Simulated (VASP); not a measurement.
# TiPt3 (Pm-3m) in VASP: a series of runs

The runs below take TiPt3 through single point, with PBE, r2SCAN.

Everything below comes from runs of VASP 6.6.1. Logs are shortened: lines on timing, memory, paths and dates and some standing lists are left out, and cuts for length are marked.

## Step 1: The cell of the first run

The structure is cubic, space group Pm-3m (No. 221). Conventional cell: a = 3.948 Å, b = 3.948 Å, c = 3.948 Å, α = 90.00°, β = 90.00°, γ = 90.00°. Ti (site symmetry m-3m) has 12 Pt at 2.79 Å within 3.7 Å. Within 3.7 Å of Pt (site symmetry 4/mmm) lie 4 Ti at 2.79 Å and 8 Pt at 2.79 Å.

## Step 2: Single point, PBE

The input, INCAR:

```
PREC     = Accurate       # precision mode
ENCUT    = 520            # plane-wave cutoff, eV
EDIFF    = 1E-6           # SCF threshold, eV
ISMEAR   = -1             # smearing method
SIGMA    = 0.1            # smearing width, eV
LREAL    = F              # projectors in reciprocal space
LASPH    = T              # aspherical terms in the spheres
NELM     = 60             # most SCF steps
ALGO     = Normal         # electronic algorithm
ISIF     = 2              # what is computed and relaxed
LWAVE    = F              # write WAVECAR
LCHARG   = F              # write CHGCAR
GGA      = PE             # functional
NBANDS   = 29             # bands
```

The input, KPOINTS:

```
Automatic mesh
0
Gamma
  8 8 8
```

The input, POSCAR:

```
TiPt3
1.0
    3.9482268700      0.0000000000      0.0000000000
    0.0000000000      3.9482268700      0.0000000000
    0.0000000000      0.0000000000      3.9482268700
Ti Pt
1 3
Direct
    0.0000000000      0.0000000000      0.0000000000
    0.0000000000      0.5000000000      0.5000000000
    0.5000000000      0.0000000000      0.5000000000
    0.5000000000      0.5000000000      0.0000000000
```

Potentials or basis: VASP PAW PBE potentials, release 64 (Ti_sv, Pt).

Launch:

```
$ cat potpaw_PBE.64/Ti_sv/POTCAR potpaw_PBE.64/Pt/POTCAR > POTCAR
$ mpirun -np 1 vasp_std > vasp.out
```

OUTCAR:

```text
PREC = Accurate
   ENCUT = 520
   EDIFF = 1E-6
   ISMEAR = -1
   LREAL = F
   LASPH = T
   NELM = 60
   ISIF = 2
   GGA = PE

 ion  position               nearest neighbor table
   1  0.000  0.000  0.000-   2 2.79   3 2.79   4 2.79   2 2.79   3 2.79   2 2.79   4 2.79   2 2.79
                             3 2.79   4 2.79   3 2.79   4 2.79
   2  0.000  0.500  0.500-   1 2.79   3 2.79   4 2.79   1 2.79   4 2.79   1 2.79   3 2.79   1 2.79
                             3 2.79   4 2.79   4 2.79   3 2.79
   3  0.500  0.000  0.500-   1 2.79   2 2.79   4 2.79   1 2.79   4 2.79   2 2.79   4 2.79   4 2.79
                             1 2.79   2 2.79   1 2.79   2 2.79
   4  0.500  0.500  0.000-   1 2.79   2 2.79   3 2.79   2 2.79   3 2.79   1 2.79   3 2.79   3 2.79
                             1 2.79   2 2.79   2 2.79   1 2.79

  LATTYP: Found a simple cubic cell.
 ALAT       =     3.9482268700

  Lattice vectors:

 A1 = (   3.9482268700,   0.0000000000,   0.0000000000)
 A2 = (   0.0000000000,   3.9482268700,   0.0000000000)
 A3 = (   0.0000000000,   0.0000000000,   3.9482268700)

Analysis of symmetry for initial positions (statically):
=====================================================================
 Subroutine PRICEL returns:
 Original cell was already a primitive cell.

 Routine SETGRP: Setting up the symmetry group for a
 simple cubic supercell.

 Subroutine GETGRP returns: Found 48 space group operations
 (whereof 48 operations were pure point group operations)
 out of a pool of 48 trial point group operations.

The static configuration has the point symmetry O_h .

Analysis of symmetry for dynamics (positions and initial velocities):
=====================================================================
 Subroutine PRICEL returns:
 Original cell was already a primitive cell.

 Routine SETGRP: Setting up the symmetry group for a
 simple cubic supercell.

 Subroutine GETGRP returns: Found 48 space group operations
 (whereof 48 operations were pure point group operations)
 out of a pool of 48 trial point group operations.

The dynamic configuration has the point symmetry O_h .

 Subroutine INISYM returns: Found 48 space group operations
 (whereof 48 operations are pure point group operations),
 and found     1 'primitive' translations

----------------------------------------------------------------------------------------

                                     Primitive cell

  volume of cell :      61.5469

  direct lattice vectors                    reciprocal lattice vectors
     3.948226870  0.000000000  0.000000000     0.253278252  0.000000000  0.000000000
     0.000000000  3.948226870  0.000000000     0.000000000  0.253278252  0.000000000
     0.000000000  0.000000000  3.948226870     0.000000000  0.000000000  0.253278252

  length of vectors
     3.948226870  3.948226870  3.948226870     0.253278252  0.253278252  0.253278252

  position of ions in fractional coordinates (direct lattice)
     0.000000000  0.000000000  0.000000000
     0.000000000  0.500000000  0.500000000
     0.500000000  0.000000000  0.500000000
     0.500000000  0.500000000  0.000000000

  ion indices of the primitive-cell ions
   primitive index   ion index
                 1           1
                 2           2
                 3           3
                 4           4

----------------------------------------------------------------------------------------

 KPOINTS: Automatic mesh

Automatic generation of k-mesh.
 Grid dimensions read from file:
 generate k-points for:    8    8    8

 Generating k-lattice:

  Cartesian coordinates                     Fractional coordinates (reciprocal lattice)
     0.031659781  0.000000000  0.000000000     0.125000000  0.000000000  0.000000000
     0.000000000  0.031659781  0.000000000     0.000000000  0.125000000  0.000000000
     0.000000000  0.000000000  0.031659781     0.000000000  0.000000000  0.125000000

  Length of vectors
     0.031659781  0.031659781  0.031659781

  Shift w.r.t. Gamma in fractional coordinates (k-lattice)
     0.000000000  0.000000000  0.000000000

 Subroutine IBZKPT returns following result:
 ===========================================

 Found     35 irreducible k-points:

 Following reciprocal coordinates:
            Coordinates               Weight
  0.000000  0.000000  0.000000      1.000000
  0.125000  0.000000  0.000000      6.000000
  0.250000  0.000000  0.000000      6.000000
  0.375000  0.000000  0.000000      6.000000
  0.500000  0.000000  0.000000      3.000000
  0.125000  0.125000  0.000000     12.000000
[... 16 lines left out ...]
  0.375000  0.375000  0.125000     24.000000
  0.500000  0.375000  0.125000     24.000000
 [... further k-points ...]
   k-points           NKPTS =     35   k-points in BZ     NKDIM =     35   number of bands    NBANDS=     29
   number of dos      NEDOS =    301   number of ions     NIONS =      4
   total plane-waves  NPLWV =  27000
   dimension x,y,z NGX =    30 NGY =   30 NGZ =   30
   dimension x,y,z NGXF=    60 NGYF=   60 NGZF=   60
   ions per type =               1   3
   NGX,Y,Z   is equivalent  to a cutoff of  12.63, 12.63, 12.63 a.u.
   NGXF,Y,Z  is equivalent  to a cutoff of  25.26, 25.26, 25.26 a.u.
 SYSTEM =  unknown system
   PREC   = accura    normal or accurate (medium, high low for compatibility)
   ISTART =      0    job   : 0-new  1-cont  2-samecut
   ICHARG =      2    charge: 1-file 2-atom 10-const
   ISPIN  =      1    spin polarized calculation?
   LNONCOLLINEAR =      F non collinear calculations
   LSORBIT =      F    spin-orbit coupling
   LASPH  =      T    aspherical Exc in radial PAW
   ENCUT  =  520.0 eV  38.22 Ry    6.18 a.u.   7.34  7.34  7.34*2*pi/ulx,y,z
   NELM   =     60;   NELMIN=  2; NELMDL= -5     # of ELM steps
   EDIFF  = 0.1E-05   stopping-criterion for ELM
   LREAL  =      F    real-space projection
   EDIFFG = 0.1E-04   stopping-criterion for IOM
   NSW    =      0    number of steps for IOM
   IBRION =     -1    ionic relax: 0-MD 1-quasi-New 2-CG
   NFREE  =      0    steps in history (QN), initial steepest desc. (CG)
   ISIF   =      2    stress and relaxation
   ISYM   =      2    0-nonsym 1-usesym 2-fastsym
   POTIM  = 0.5000    time-step for ionic-motion
   TEBEG  =    0.0;   TEEND  =   0.0 temperature during run
   PSTRESS=    0.0 pullay stress
   NELECT =      42.0000    total number of electrons
   NUPDOWN=      -1.0000    fix difference up-down
   EMIN   =  10.00;   EMAX   =-10.00  energy-range for DOS
   EFERMI =   0.00;   METHOD = LEGACY
   ISMEAR =    -1;   SIGMA  =   0.10  broadening in eV -4-tet -1-fermi 0-gaus
   EFERMI_NEDOS =   21; number of points for ismear=-14 and -15
   IALGO  =     38    algorithm
   IMIX   =      4    mixing-type and parameters
     AMIX     =   0.40;   BMIX     =  1.00
     AMIX_MAG =   1.60;   BMIX_MAG =  1.00
  volume/ion in A,a.u.               =      15.39       103.83
  Fermi-wavevector in a.u.,A,eV,Ry     =   1.441305  2.723671 28.264192  2.077359
  Thomas-Fermi vector in A             =   2.559952
   LORBIT       =      0    0 simple, 1 ext, 2 COOP (PROOUT), +10 PAW based schemes
   GGA     = PE    functional components
   LHFCALC =     F    Hartree Fock is set to
   AEXX    =    0.0000 exact exchange contribution
   IVDW    =     0    specifies the selected vdW correction
   LEPSILON=     F    determine dielectric tensor
   LRPA    =     F    only Hartree local field effects (RPA)
 non-spin polarized calculation
  energy-cutoff  :      520.00
  volume of cell :       61.55
 maximum number of plane-waves:      1682
 NGX is ok and might be reduce to    30
   NGX = 15   NGY = 15   NGZ = 15

 number of electron      42.0000003 magnetization

 Free energy of the ion-electron system (eV)
  ---------------------------------------------------
  ext. energy  EPLUGINS =         0.00000000
  ---------------------------------------------------
  free energy    TOTEN  =       -29.58075977 eV

  energy without entropy =      -29.51575313  energy(sigma->0) =      -29.54825645

 E-fermi :  11.1379     XC(G=0): -13.0556

 val. band max:       11.0108604530   @ k =   0.5000   0.0000   0.0000
 cond. band min:      11.1757161076   @ k =   0.0000   0.0000   0.0000
 fundamental gap:      0.1648556546
 Fermi energy:        11.1378552159

 k-point     1 :       0.0000    0.0000    0.0000
  band No.  band energies     occupation
      1     -47.0252      2.00000
      2     -23.2338      2.00000
      3     -23.2338      2.00000
      4     -23.2338      2.00000
      5       1.3284      2.00000
      6       4.1482      2.00000
[... 21 lines left out ...]
     28      13.0986      0.00000
     29      19.1722      0.00000

 k-point     2 :       0.1250    0.0000    0.0000
  band No.  band energies     occupation
      1     -47.0251      2.00000
      2     -23.2372      2.00000
      3     -23.2343      2.00000
      4     -23.2343      2.00000
      5       1.5279      2.00000
      6       4.2719      2.00000
[... 21 lines left out ...]
     28      14.1966      0.00000
     29      18.8619      0.00000

 k-point     3 :       0.2500    0.0000    0.0000
  band No.  band energies     occupation
      1     -47.0246      2.00000
      2     -23.2454      2.00000
      3     -23.2355      2.00000
      4     -23.2355      2.00000
      5       2.0996      2.00000
      6       4.5843      2.00000
[... 21 lines left out ...]
     28      15.7896      0.00000
     29      18.2658      0.00000

 k-point     4 :       0.3750    0.0000    0.0000
  band No.  band energies     occupation
      1     -47.0241      2.00000
      2     -23.2535      2.00000
      3     -23.2367      2.00000
      4     -23.2367      2.00000
      5       2.9261      2.00000
      6       4.7139      2.00000
[... 21 lines left out ...]
     28      17.4303      0.00000
     29      17.8237      0.00000

 k-point     5 :       0.5000    0.0000    0.0000
  band No.  band energies     occupation
      1     -47.0239      2.00000
      2     -23.2569      2.00000
      3     -23.2372      2.00000
      4     -23.2372      2.00000
      5       3.5029      2.00000
      6       4.5674      2.00000
[... 21 lines left out ...]
     28      18.7360      0.00000
     29      18.7360      0.00000
[... 510 lines left out ...]
     28      16.4522      0.00000
     29      17.1956      0.00000

 k-point    22 :       0.5000    0.2500    0.1250
  band No.  band energies     occupation
      1     -47.0235      2.00000
      2     -23.2530      2.00000
      3     -23.2444      2.00000
      4     -23.2395      2.00000
      5       4.1121      2.00000
      6       4.8207      2.00000
[... 21 lines left out ...]
     28      15.9380      0.00000
     29      17.7600      0.00000

 k-point    23 :       0.3750    0.3750    0.1250
  band No.  band energies     occupation
      1     -47.0235      2.00000
      2     -23.2502      2.00000
      3     -23.2477      2.00000
      4     -23.2401      2.00000
      5       4.1101      2.00000
      6       5.1736      2.00000
[... 21 lines left out ...]
     28      15.2424      0.00000
     29      18.0876      0.00000

 k-point    24 :       0.5000    0.3750    0.1250
  band No.  band energies     occupation
      1     -47.0234      2.00000
      2     -23.2509      2.00000
      3     -23.2483      2.00000
      4     -23.2405      2.00000
      5       4.5449      2.00000
      6       4.8693      2.00000
[... 21 lines left out ...]
     28      14.5942      0.00000
     29      18.7220      0.00000

 [... further k-points ...]
[... 5 lines left out ...]
  --------------------------------------------------------------------------------------
  -------------------------------------------------------------------------------------
  Total       -0.1403707     -0.1403707     -0.1403707     -0.0000000      0.0000000     -0.0000000
  in kB       -3.6541030     -3.6541030     -3.6541030     -0.0000000      0.0000000     -0.0000000
  external PRESSURE =      -3.6541030 kB  Pullay stress =       0.0000000 kB

 VOLUME and BASIS-vectors are now :
 -----------------------------------------------------------------------------
  energy-cutoff  :      520.00
  volume of cell :       61.55
      direct lattice vectors                 reciprocal lattice vectors
     3.948226870  0.000000000  0.000000000     0.253278252  0.000000000  0.000000000
     0.000000000  3.948226870  0.000000000     0.000000000  0.253278252  0.000000000
     0.000000000  0.000000000  3.948226870     0.000000000  0.000000000  0.253278252

 POSITION                                       TOTAL-FORCE (eV/Angst)
 -----------------------------------------------------------------------------------
      0.00000      0.00000      0.00000         0.000000      0.000000      0.000000
      0.00000      1.97411      1.97411         0.000000      0.000000      0.000000
      1.97411      0.00000      1.97411         0.000000      0.000000      0.000000
      1.97411      1.97411      0.00000         0.000000      0.000000      0.000000
 -----------------------------------------------------------------------------------
    total drift:                                0.000000      0.000000     -0.000000

  FREE ENERGIE OF THE ION-ELECTRON SYSTEM (eV)
  ---------------------------------------------------
  free  energy   TOTEN  =       -29.5807597653 eV

  energy  without entropy=      -29.5157531257  energy(sigma->0) =      -29.54825645
```

Wall time 64 s (1 thread of Intel Xeon Platinum 8488C (Sapphire Rapids), shared host); peak memory 0.2 GiB.

What came out:

```
Free energy            : -29.5808 eV
Pressure               : -0.4 GPa
Band gap on the k mesh : zero (band 21 reaches 12.50 eV, above the bottom of band 22 at 10.71 eV)
```

Caveat: spin-orbit coupling is left out, which moves the levels of the heavy elements.

[end of part 1 of 2]
